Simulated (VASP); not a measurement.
# BiCl2 (P4_2/mnm) in VASP: notebook

Runs on BiCl2. Level: PBE. Tasks: single point.

Everything below comes from runs of VASP 6.6.1. Logs are shortened: lines on timing, memory, paths and dates and some standing lists are left out, and cuts for length are marked.

### 1 The cell of the first run

The structure is tetragonal, space group P4_2/mnm (No. 136). The conventional cell has a = 7.331 Å, b = 7.331 Å, c = 3.508 Å, α = 90.00°, β = 90.00°, γ = 90.00°. Within 3.6 Å of Bi (site symmetry mmm) lie 6 Cl at 2.74 to 3.01 Å and 2 Bi at 3.51 Å. Cl (site symmetry m2m) has 3 Bi at 2.74 to 3.01 Å and 2 Cl at 3.51 Å within 3.6 Å.

### 2 Single point, PBE

INCAR

```
SYSTEM = BiCl2
  PREC = Accurate
  ENCUT = 520
  EDIFF = 1E-7
  ISMEAR = 0
  SIGMA = 0.1
  LREAL = .False.
  LASPH = .True.
  NELM = 60
  ALGO = Normal
  ISIF = 2
  LWAVE = .False.
  LCHARG = .False.
  GGA = PE
  NBANDS = 38
```

KPOINTS

```
regular mesh
0
Gamma
  6 6 8
  0 0 0
```

POSCAR

```
BiCl2
1.0
    7.3309209484      0.0000000000      0.0000000000
    0.0000000000      7.3309209484      0.0000000000
    0.0000000000      0.0000000000      3.5079856354
Bi Cl
2 4
Direct
    0.0000000000      0.0000000000      0.0000000000
    0.5000000000      0.5000000000      0.5000000000
    0.2641348454      0.2641348454      0.0000000000
    0.7358651546      0.7358651546      0.0000000000
    0.7641348454      0.2358651546      0.5000000000
    0.2358651546      0.7641348454      0.5000000000
```

Potentials or basis: VASP PAW PBE potentials, release 64 (Bi_d, Cl).

Started as:

```
cat potpaw_PBE.64/Bi_d/POTCAR potpaw_PBE.64/Cl/POTCAR > POTCAR
mpirun -np 1 vasp_std > vasp.out
```

OUTCAR:

```text
SYSTEM = BiCl2
   PREC = Accurate
   ENCUT = 520
   EDIFF = 1E-7
   ISMEAR = 0
   LREAL = .False.
   LASPH = .True.
   NELM = 60
   ISIF = 2
   GGA = PE

 ion  position               nearest neighbor table
   1  0.000  0.000  0.000-   3 2.74   4 2.74   5 3.01   6 3.01   5 3.01   6 3.01
   2  0.500  0.500  0.500-   5 2.74   6 2.74   3 3.01   4 3.01   3 3.01   4 3.01
   3  0.264  0.264  0.000-   1 2.74   2 3.01   2 3.01
   4  0.736  0.736  0.000-   1 2.74   2 3.01   2 3.01
   5  0.764  0.236  0.500-   2 2.74   1 3.01   1 3.01
   6  0.236  0.764  0.500-   2 2.74   1 3.01   1 3.01

  LATTYP: Found a simple tetragonal cell.
 ALAT       =     7.3309209484
 C/A-ratio  =     0.4785190920

  Lattice vectors:

 A1 = (   7.3309209484,   0.0000000000,   0.0000000000)
 A2 = (   0.0000000000,   7.3309209484,   0.0000000000)
 A3 = (   0.0000000000,   0.0000000000,   3.5079856354)

Analysis of symmetry for initial positions (statically):
=====================================================================
 Subroutine PRICEL returns:
 Original cell was already a primitive cell.

 Routine SETGRP: Setting up the symmetry group for a
 simple tetragonal supercell.

 Subroutine GETGRP returns: Found 16 space group operations
 (whereof  8 operations were pure point group operations)
 out of a pool of 16 trial point group operations.

The static configuration has the point symmetry D_2h.
 The point group associated with its full space group is D_4h.

Analysis of symmetry for dynamics (positions and initial velocities):
=====================================================================
 Subroutine PRICEL returns:
 Original cell was already a primitive cell.

 Routine SETGRP: Setting up the symmetry group for a
 simple tetragonal supercell.

 Subroutine GETGRP returns: Found 16 space group operations
 (whereof  8 operations were pure point group operations)
 out of a pool of 16 trial point group operations.

The dynamic configuration has the point symmetry D_2h.
 The point group associated with its full space group is D_4h.

 Subroutine INISYM returns: Found 16 space group operations
 (whereof  8 operations are pure point group operations),
 and found     1 'primitive' translations

----------------------------------------------------------------------------------------

                                     Primitive cell

  volume of cell :     188.5276

  direct lattice vectors                    reciprocal lattice vectors
     7.330920948  0.000000000  0.000000000     0.136408510  0.000000000  0.000000000
     0.000000000  7.330920948  0.000000000     0.000000000  0.136408510  0.000000000
     0.000000000  0.000000000  3.507985635     0.000000000  0.000000000  0.285063881

  length of vectors
     7.330920948  7.330920948  3.507985635     0.136408510  0.136408510  0.285063881

  position of ions in fractional coordinates (direct lattice)
     0.000000000  0.000000000  0.000000000
     0.500000000  0.500000000  0.500000000
     0.264134845  0.264134845  0.000000000
     0.735865155  0.735865155  0.000000000
     0.764134845  0.235865155  0.500000000
     0.235865155  0.764134845  0.500000000

  ion indices of the primitive-cell ions
   primitive index   ion index
                 1           1
                 2           2
                 3           3
                 4           4
                 5           5
                 6           6

----------------------------------------------------------------------------------------

 KPOINTS: regular mesh

Automatic generation of k-mesh.
 Grid dimensions read from file:
 generate k-points for:    6    6    8

 Generating k-lattice:

  Cartesian coordinates                     Fractional coordinates (reciprocal lattice)
     0.022734752  0.000000000  0.000000000     0.166666667  0.000000000  0.000000000
     0.000000000  0.022734752  0.000000000     0.000000000  0.166666667  0.000000000
     0.000000000  0.000000000  0.035632985     0.000000000  0.000000000  0.125000000

  Length of vectors
     0.022734752  0.022734752  0.035632985

  Shift w.r.t. Gamma in fractional coordinates (k-lattice)
     0.000000000  0.000000000  0.000000000

 Subroutine IBZKPT returns following result:
 ===========================================

 Found     50 irreducible k-points:

 Following reciprocal coordinates:
            Coordinates               Weight
  0.000000  0.000000  0.000000      1.000000
  0.166667  0.000000  0.000000      4.000000
  0.333333  0.000000  0.000000      4.000000
  0.500000  0.000000  0.000000      2.000000
  0.166667  0.166667  0.000000      4.000000
  0.333333  0.166667  0.000000      8.000000
[... 16 lines left out ...]
  0.333333  0.000000  0.250000      8.000000
  0.500000  0.000000  0.250000      4.000000
 [... further k-points ...]
   k-points           NKPTS =     50   k-points in BZ     NKDIM =     50   number of bands    NBANDS=     38
   number of dos      NEDOS =    301   number of ions     NIONS =      6
   total plane-waves  NPLWV =  87808
   dimension x,y,z NGX =    56 NGY =   56 NGZ =   28
   dimension x,y,z NGXF=   112 NGYF=  112 NGZF=   56
   ions per type =               2   4
   NGX,Y,Z   is equivalent  to a cutoff of  12.70, 12.70, 13.27 a.u.
   NGXF,Y,Z  is equivalent  to a cutoff of  25.40, 25.40, 26.54 a.u.
 SYSTEM =  BiCl2
   PREC   = accura    normal or accurate (medium, high low for compatibility)
   ISTART =      0    job   : 0-new  1-cont  2-samecut
   ICHARG =      2    charge: 1-file 2-atom 10-const
   ISPIN  =      1    spin polarized calculation?
   LNONCOLLINEAR =      F non collinear calculations
   LSORBIT =      F    spin-orbit coupling
   LASPH  =      T    aspherical Exc in radial PAW
   ENCUT  =  520.0 eV  38.22 Ry    6.18 a.u.  13.63 13.63  6.52*2*pi/ulx,y,z
   NELM   =     60;   NELMIN=  2; NELMDL= -5     # of ELM steps
   EDIFF  = 0.1E-06   stopping-criterion for ELM
   LREAL  =      F    real-space projection
   EDIFFG = 0.1E-05   stopping-criterion for IOM
   NSW    =      0    number of steps for IOM
   IBRION =     -1    ionic relax: 0-MD 1-quasi-New 2-CG
   NFREE  =      0    steps in history (QN), initial steepest desc. (CG)
   ISIF   =      2    stress and relaxation
   ISYM   =      2    0-nonsym 1-usesym 2-fastsym
   POTIM  = 0.5000    time-step for ionic-motion
   TEBEG  =    0.0;   TEEND  =   0.0 temperature during run
   PSTRESS=    0.0 pullay stress
   NELECT =      58.0000    total number of electrons
   NUPDOWN=      -1.0000    fix difference up-down
   EMIN   =  10.00;   EMAX   =-10.00  energy-range for DOS
   EFERMI =   0.00;   METHOD = LEGACY
   ISMEAR =     0;   SIGMA  =   0.10  broadening in eV -4-tet -1-fermi 0-gaus
   EFERMI_NEDOS =   21; number of points for ismear=-14 and -15
   IALGO  =     38    algorithm
   IMIX   =      4    mixing-type and parameters
     AMIX     =   0.40;   BMIX     =  1.00
     AMIX_MAG =   1.60;   BMIX_MAG =  1.00
  volume/ion in A,a.u.               =      31.42       212.04
  Fermi-wavevector in a.u.,A,eV,Ry     =   1.105162  2.088453 16.617919  1.221383
  Thomas-Fermi vector in A             =   2.241645
   LORBIT       =      0    0 simple, 1 ext, 2 COOP (PROOUT), +10 PAW based schemes
   GGA     = PE    functional components
   LHFCALC =     F    Hartree Fock is set to
   AEXX    =    0.0000 exact exchange contribution
   IVDW    =     0    specifies the selected vdW correction
   LEPSILON=     F    determine dielectric tensor
   LRPA    =     F    only Hartree local field effects (RPA)
 non-spin polarized calculation
 Gauss-broadening in eV      SIGMA  =   0.10
  energy-cutoff  :      520.00
  volume of cell :      188.53
 maximum number of plane-waves:      5105
 NGX is ok and might be reduce to    56
   NGX = 27   NGY = 27   NGZ = 13

 number of electron      58.0000001 magnetization

 Free energy of the ion-electron system (eV)
  ---------------------------------------------------
  ext. energy  EPLUGINS =         0.00000000
  ---------------------------------------------------
  free energy    TOTEN  =       -19.29884440 eV

  energy without entropy =      -19.29445200  energy(sigma->0) =      -19.29664820

 E-fermi :   3.2434     XC(G=0):  -8.2173

 val. band max:        3.1559831501   @ k =   0.1667   0.1667   0.0000
 cond. band min:       3.2899031163   @ k =   0.1667   0.0000   0.0000
 fundamental gap:      0.1339199662
 Fermi energy:         3.2434211606

 k-point     1 :       0.0000    0.0000    0.0000
  band No.  band energies     occupation
      1     -20.7113      2.00000
      2     -20.6992      2.00000
      3     -20.6809      2.00000
      4     -20.6800      2.00000
      5     -20.5561      2.00000
      6     -20.5549      2.00000
[... 30 lines left out ...]
     37       9.4321      0.00000
     38      10.5664      0.00000

 k-point     2 :       0.1667    0.0000    0.0000
  band No.  band energies     occupation
      1     -20.7105      2.00000
      2     -20.7000      2.00000
      3     -20.6808      2.00000
      4     -20.6801      2.00000
      5     -20.5560      2.00000
      6     -20.5550      2.00000
[... 30 lines left out ...]
     37       9.5842      0.00000
     38      10.2495      0.00000

 k-point     3 :       0.3333    0.0000    0.0000
  band No.  band energies     occupation
      1     -20.7082      2.00000
      2     -20.7022      2.00000
      3     -20.6807      2.00000
      4     -20.6802      2.00000
      5     -20.5558      2.00000
      6     -20.5552      2.00000
[... 30 lines left out ...]
     37       9.7300      0.00000
     38       9.7447      0.00000

 k-point     4 :       0.5000    0.0000    0.0000
  band No.  band energies     occupation
      1     -20.7052      2.00000
      2     -20.7052      2.00000
      3     -20.6805      2.00000
      4     -20.6805      2.00000
      5     -20.5555      2.00000
      6     -20.5555      2.00000
[... 30 lines left out ...]
     37       9.5361      0.00000
     38       9.5361      0.00000
[... 703 lines left out ...]
      4     -20.6783      2.00000
      5     -20.5737      2.00000
      6     -20.5737      2.00000
[... 30 lines left out ...]
     37      10.2602      0.00000
     38      10.3273      0.00000

 k-point    23 :       0.3333    0.0000    0.2500
  band No.  band energies     occupation
      1     -20.7028      2.00000
      2     -20.6984      2.00000
      3     -20.6787      2.00000
      4     -20.6784      2.00000
      5     -20.5737      2.00000
      6     -20.5737      2.00000
[... 30 lines left out ...]
     37      10.0635      0.00000
     38      10.2596      0.00000

 k-point    24 :       0.5000    0.0000    0.2500
  band No.  band energies     occupation
      1     -20.7006      2.00000
      2     -20.7006      2.00000
      3     -20.6785      2.00000
      4     -20.6785      2.00000
      5     -20.5737      2.00000
      6     -20.5737      2.00000
[... 30 lines left out ...]
     37      10.1763      0.00000
     38      10.1763      0.00000

 [... further k-points ...]
[... 5 lines left out ...]
  --------------------------------------------------------------------------------------
  -------------------------------------------------------------------------------------
  Total       -0.0339153     -0.0339153     -0.0778111     -0.0000000      0.0000000      0.0000000
  in kB       -0.2882245     -0.2882245     -0.6612672     -0.0000000      0.0000000      0.0000000
  external PRESSURE =      -0.4125721 kB  Pullay stress =       0.0000000 kB

 VOLUME and BASIS-vectors are now :
 -----------------------------------------------------------------------------
  energy-cutoff  :      520.00
  volume of cell :      188.53
      direct lattice vectors                 reciprocal lattice vectors
     7.330920948  0.000000000  0.000000000     0.136408510  0.000000000  0.000000000
     0.000000000  7.330920948  0.000000000     0.000000000  0.136408510  0.000000000
     0.000000000  0.000000000  3.507985635     0.000000000  0.000000000  0.285063881

 POSITION                                       TOTAL-FORCE (eV/Angst)
 -----------------------------------------------------------------------------------
      0.00000      0.00000      0.00000         0.000000      0.000000     -0.000000
      3.66546      3.66546      1.75399         0.000000      0.000000     -0.000000
      1.93635      1.93635      0.00000        -0.000530     -0.000530      0.000000
      5.39457      5.39457      0.00000         0.000530      0.000530     -0.000000
      5.60181      1.72911      1.75399        -0.000530      0.000530     -0.000000
      1.72911      5.60181      1.75399         0.000530     -0.000530     -0.000000
 -----------------------------------------------------------------------------------
    total drift:                               -0.000000      0.000000      0.000000

  FREE ENERGIE OF THE ION-ELECTRON SYSTEM (eV)
  ---------------------------------------------------
  free  energy   TOTEN  =       -19.2988443992 eV

  energy  without entropy=      -19.2944520037  energy(sigma->0) =      -19.29664820
```

Wall time 6.9 min (1 thread of Intel Xeon Platinum 8488C (Sapphire Rapids), shared host); peak memory 0.44 GiB.

Results:

| Quantity | Value |
| --- | --- |
| Free energy | -19.2988 eV |
| Pressure | 0.0 GPa |
| Band gap on the k mesh | zero (bands 29 and 30 overlap by 3.15 eV) |

Levels at points of the mesh, in eV from the Fermi level:
```
           k point  band 25  band 26  band 27  band 28  band 29  band 30  band 31  band 32  band 33  band 34
(0.00, 0.00, 0.00)    -2.60    -2.60    -2.51    -2.27    -0.27    -0.27     2.47     3.28     3.28     3.86
(0.50, 0.00, 0.00)    -2.87    -2.87    -2.55    -2.55     1.47     1.47     1.92     1.92     3.13     3.13
(0.50, 0.50, 0.00)    -2.82    -2.82    -2.61    -2.61     0.42     0.42     2.79     2.79     3.15     3.15
(0.00, 0.00, 0.50)    -3.18    -3.18    -3.17    -3.17    -0.63    -0.63     1.38     1.38     2.48     2.48
(0.50, 0.00, 0.50)    -3.11    -3.11    -3.03    -3.03    -1.68    -1.68     1.45     1.45     3.16     3.16
(0.50, 0.50, 0.50)    -3.07    -3.07    -3.00    -3.00    -0.40    -0.40     1.05     1.05     2.34     2.34
```

Caveat: spin-orbit coupling is left out, which moves the levels of the heavy elements.

### 3 Single point, PBE

INCAR

```
SYSTEM = BiCl2
PREC = Accurate
ENCUT = 520
EDIFF = 1E-6
ISMEAR = 0
SIGMA = 0.1
LREAL = .False.
LASPH = .True.
NELM = 80
ALGO = Normal
ISIF = 2
LWAVE = .False.
LCHARG = .False.
GGA = PE
NBANDS = 38
```

KPOINTS

```
Automatic mesh
0
Gamma
  6 6 10
  0 0 0
```

POSCAR

```
BiCl2
1.0
    7.3559098113      0.0000000000      0.0000000000
    0.0000000000      7.3559098113      0.0000000000
    0.0000000000      0.0000000000      3.4816696534
Bi Cl
2 4
Direct
    0.0000000000      0.0000000000      0.0000000000
    0.5000000000      0.5000000000      0.5000000000
    0.2631466559      0.2631466559      0.0000000000
    0.7368533441      0.7368533441      0.0000000000
    0.7631466559      0.2368533441      0.5000000000
    0.2368533441      0.7631466559      0.5000000000
```

Potentials or basis: VASP PAW PBE potentials, release 64 (Bi_d, Cl).

Started as:

```
cat potpaw_PBE.64/Bi_d/POTCAR potpaw_PBE.64/Cl/POTCAR > POTCAR
mpirun -np 1 vasp_std > vasp.out
```

Run time: 8.2 min. Hardware: 1 thread of Intel Xeon Platinum 8488C (Sapphire Rapids), shared host; peak memory 0.48 GiB.

The run converged. Its results:

- Free energy: -19.3114 eV
- Pressure: -0.1 GPa
- Largest force: 0.005 eV/Å
- Band gap on the k mesh: zero (bands 29 and 30 overlap by 3.22 eV)

Forces in eV/Å, atoms in the order of the input:
```
Bi   0.000  0.000  0.000
Bi   0.000  0.000  0.000
Cl  -0.004 -0.004  0.000
Cl   0.004  0.004  0.000
Cl  -0.004  0.004  0.000
Cl   0.004 -0.004  0.000
```

Levels at points of the mesh, in eV from the Fermi level:
```csv
k point,band 26,band 27,band 28,band 29,band 30,band 31,band 32,band 33
"(0.00, 0.00, 0.00)",-2.54,-2.45,-2.29,-0.32,-0.32,2.57,3.28,3.28
"(0.50, 0.00, 0.00)",-2.79,-2.49,-2.49,1.45,1.45,1.89,1.89,3.21
"(0.50, 0.50, 0.00)",-2.74,-2.54,-2.54,0.36,0.36,2.78,2.78,3.24
"(0.00, 0.00, 0.50)",-3.16,-3.15,-3.15,-0.73,-0.73,1.33,1.33,2.48
"(0.50, 0.00, 0.50)",-3.09,-3.02,-3.02,-1.77,-1.77,1.40,1.40,3.14
"(0.50, 0.50, 0.50)",-3.05,-2.99,-2.99,-0.50,-0.50,1.01,1.01,2.34
```

Caveat: spin-orbit coupling is left out, which moves the levels of the heavy elements.

The gap in the log of VASP goes by the Fermi energy; the results here count the filled bands.